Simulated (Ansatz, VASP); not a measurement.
One calculation of BiTe, two programs

```
Bi Te
1.0
    -1.35861    2.71723    2.71723
     2.71723   -1.35861    2.71723
     2.71723    2.71723   -1.35861
Bi Te
1 1
Direct
  0.00000 0.00000 0.00000
  0.50000 0.50000 0.50000
```

Alike in both runs: task single point; functional PBE; k mesh 14 × 14 × 14; occupations gaussian, width 0.15 eV; no spin polarisation.

|  | VASP | Ansatz |
| --- | --- | --- |
| version | VASP 6.6.1 | Ansatz 0.2.0 |
| potentials or method | VASP PAW PBE potentials, release 64 (Bi_d, Te), cutoff 520 eV | scalar-relativistic, plane waves, PAW |
| valence electrons in the cell | 21 | 31 |

Ansatz gave:

- gap on the k mesh at the Fermi level (eV): none
- pressure (GPa): -4.9

Estimate VASP's values.

gap on the k mesh at the Fermi level (eV): none; pressure (GPa): -5.0.

A gap of «none» marks a metal or a gap that the smearing closes. The functional is the same, so the differences come from potentials, cutoffs and numerics. VASP's potentials hold 21 valence electrons a cell and Ansatz's 31, so a difference there can come from the potentials and not from the codes.

Neither program's run includes spin-orbit coupling.
